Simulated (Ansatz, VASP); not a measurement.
## ZnCu: VASP beside Ansatz

File POSCAR:

```
ZnCu
1.0
    2.9866050113      0.0000000000      0.0000000000
    0.0000000000      2.9866050113      0.0000000000
    0.0000000000      0.0000000000      2.9866050113
Zn Cu
1 1
Direct
    0.5000000000      0.5000000000      0.5000000000
    0.0000000000      0.0000000000      0.0000000000
```

Contents of INCAR.step1:

```
SYSTEM = ZnCu
PREC = Accurate
ENCUT = 520
ISMEAR = 0
SIGMA = 0.05
LREAL = .FALSE.
LASPH = .TRUE.
NELM = 80
NBANDS = 18
GGA = PE
ALGO = Normal
EDIFF = 1E-4
LWAVE = .TRUE.
LCHARG = .FALSE.
```

The input INCAR.step2:

```
SYSTEM = ZnCu
PREC = Accurate
ENCUT = 520
EDIFF = 1E-6
ISMEAR = 0
SIGMA = 0.05
LREAL = .FALSE.
LASPH = .TRUE.
NELM = 80
ALGO = Normal
ISIF = 2
LWAVE = .FALSE.
LCHARG = .FALSE.
METAGGA = R2SCAN
LMIXTAU = .TRUE.
NBANDS = 18
ISTART = 1
```

File KPOINTS:

```
regular mesh
0
G
  12 12 12
  0 0 0
```

Input for Ansatz:

```yaml
crystal:
  lattice:
    - [2.9866050113, 0.0, 0.0]
    - [0.0, 2.9866050113, 0.0]
    - [0.0, 0.0, 2.9866050113]
  atoms:
    - { symbol: Zn, position: [0.5, 0.5, 0.5] }
    - { symbol: Cu, position: [0.0, 0.0, 0.0] }
basis:
  ecutwfc: 500
  ecutrho_ratio: 4
kpoints:
  mp_grid: { grid: [12, 12, 12] }
hamiltonian:
  xc: r2scan
scf:
  occupations: { method: gaussian, width: 0.05 }
output:
  forces: true
  stress: true
  eigenvalues: true
```

Alike in both runs: task single point; functional r2SCAN; k mesh 12 × 12 × 12; occupations gaussian, width 0.05 eV; no spin polarisation.

|  | VASP | Ansatz |
| --- | --- | --- |
| version | VASP 6.6.1 | Ansatz 0.2.0 |
| potentials or method | VASP PAW PBE potentials, release 64 (Zn, Cu), cutoff 520 eV | scalar-relativistic, plane waves, PAW |
| valence electrons in the cell | 23 | 31 |

Ansatz gave:

- gap on the k mesh at the Fermi level (eV): none
- pressure (GPa): -7.7

Question: Which values does VASP return?

Answer: gap on the k mesh at the Fermi level (eV): none; pressure (GPa): -7.0.

VASP's potentials were made for PBE, not for r2SCAN. A gap of «none» marks a metal or a gap that the smearing closes. The functional is the same, so the differences come from potentials, cutoffs and numerics. VASP's potentials hold 23 valence electrons a cell and Ansatz's 31, so a difference there can come from the potentials and not from the codes.
